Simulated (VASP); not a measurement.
Write the native input for VASP 6.6.1 that does the following.

| Item | Value |
| --- | --- |
| Task | single point |
| Functional | r2SCAN |
| Potentials or basis | VASP PAW PBE potentials, release 64 (Ti_sv, Si) |
| Cutoff | 520 eV |
| k mesh | 10 × 10 × 10 |
| Occupations | gaussian, width 0.1 eV |
| Spin | no spin polarisation |
| Dipole correction | no |
| Further INCAR settings | ALGO = Normal; EDIFF = 1e-06; NBANDS = 29 |

TiSi2:

```xyz
6
Lattice="0.0000 4.1160 4.2581 2.3903 0.0000 4.2581 2.3903 4.1160 0.0000" Properties=species:S:1:pos:R:3 pbc="T T T"
Ti    3.5855    6.1740    6.3872
Ti    2.3903    4.1160    4.2581
Si    1.1952    0.7189    2.1291
Si    1.1952    3.3971    2.1291
Si    2.3903    1.3391    4.2581
Si    2.3903    6.8929    4.2581
```

One way to write it, as run:

POSCAR

```
TiSi2
1.0
    0.0000000000      4.1159922732      4.2581180932
    2.3903443304      0.0000000000      4.2581180932
    2.3903443304      4.1159922732      0.0000000000
Ti Si
2 4
Direct
    0.7500000000      0.7500000000      0.7500000000
    0.5000000000      0.5000000000      0.5000000000
    0.0873298589      0.4126701411      0.0873298589
    0.4126701411      0.0873298589      0.4126701411
    0.1626701411      0.8373298589      0.1626701411
    0.8373298589      0.1626701411      0.8373298589
```

INCAR.step1

```
ALGO = Normal
EDIFF = 1E-4
ENCUT = 520
GGA = PE
ISMEAR = 0
LASPH = T
LCHARG = F
LREAL = F
LWAVE = T
NBANDS = 29
NELM = 60
PREC = Accurate
SIGMA = 0.1
```

INCAR.step2

```
ALGO = Normal
EDIFF = 1E-6
ENCUT = 520
ISIF = 2
ISMEAR = 0
ISTART = 1
LASPH = T
LCHARG = F
LMIXTAU = T
LREAL = F
LWAVE = F
METAGGA = R2SCAN
NBANDS = 29
NELM = 60
PREC = Accurate
SIGMA = 0.1
```

KPOINTS

```
k-points
0
Gamma
  10 10 10
```

Potentials or basis: VASP PAW PBE potentials, release 64 (Ti_sv, Si).

The run is started by

```sh
$ cat potpaw_PBE.64/Ti_sv/POTCAR potpaw_PBE.64/Si/POTCAR > POTCAR
$ cp INCAR.step1 INCAR
$ mpirun -np 1 vasp_std > vasp.out
$ cp INCAR.step2 INCAR
$ mpirun -np 1 vasp_std > vasp.out
```

Results of the run:

```yaml
Pressure: 0.3 GPa
Largest_force: 0.008 eV/Å
Band_gap_on_the_k_mesh: zero (bands 20 and 21 overlap by 2.01 eV)
```

Caveat: the PAW data sets were made with another functional, which shifts forces and pressure a little.

Run time: 13 min on 1 thread of Intel(R) Xeon(R) 6975P-C (Granite Rapids), on a shared host, peak memory 0.49 GiB.
